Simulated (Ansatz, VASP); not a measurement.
Two plane-wave programs on InAs

```
CELL_PARAMETERS angstrom
0.00000 3.56532 3.56532
3.56532 0.00000 3.56532
3.56532 3.56532 0.00000
ATOMIC_POSITIONS crystal
In 0.50000 0.50000 0.50000
In 0.75000 0.75000 0.75000
As 0.00000 0.00000 0.00000
As 0.25000 0.25000 0.25000
```

Alike in both runs: functional PBE; k mesh 4 × 4 × 4; occupations gaussian, width 0.1 eV; no spin polarisation.

Ansatz relaxed the structure, and its values are those at the end. VASP's run is a single point on that final structure, the one shown.

```csv
,VASP,Ansatz
version,VASP 6.6.1,Ansatz 0.2.0
potentials or method,"VASP PAW PBE potentials, release 64 (In_d, As), cutoff 520 eV","scalar-relativistic, plane waves, PAW"
valence electrons in the cell,36,56
```

```tsv
	VASP	Ansatz	Ansatz less VASP
gap on the k mesh at the Fermi level (eV)	none	none	-
pressure (GPa)	0.0	0.0	+0.01
```

A gap of «none» marks a metal or a gap that the smearing closes. VASP's potentials hold 36 valence electrons a cell and Ansatz's 56, so a difference there can come from the potentials and not from the codes.

The k mesh is coarse, so the values compare programs but aren't converged.
